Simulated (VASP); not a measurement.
Runs of VASP 6.6.1 on CdIr. The structure is that of space group P6/mmm (No. 191), or close to it. The cells are those of the table. 

```tsv
task	cell	k mesh	cutoff (eV)	gap on the mesh (eV)	pressure (GPa)
single point	a = 5.345, b = 5.345, c = 4.313 Å, angles 90.0, 90.0, 120.0°, 6 atoms	6 × 6 × 4	520	none	(a)
single point	a = 5.560, b = 5.560, c = 4.523 Å, angles 90.0, 90.0, 120.0°, 6 atoms	12 × 12 × 8	520	none	1.0
single point	a = 5.560, b = 5.560, c = 4.523 Å, angles 90.0, 90.0, 120.0°, 6 atoms	6 × 6 × 4	520	none	1.1
relaxation of cell and atoms	relaxed from a = 5.345, b = 5.345, c = 4.313 Å, angles 90.0, 90.0, 120.0°, 6 atoms	6 × 6 × 4	600	none	-0.2
```

Alike in all rows: level PBE; potentials or basis VASP PAW PBE potentials, release 64 (Cd, Ir); no spin polarisation; smearing gaussian 0.1 eV.

Estimate the missing entries.

(a) 22.6.

Caveats: some runs use coarse meshes; spin-orbit coupling is left out, which moves the levels of the heavy elements.

A k mesh can miss the band edges, and the runs leave out spin-orbit coupling on Cd, Ir.

A gap of «none» marks levels without a gap at the run's occupations.
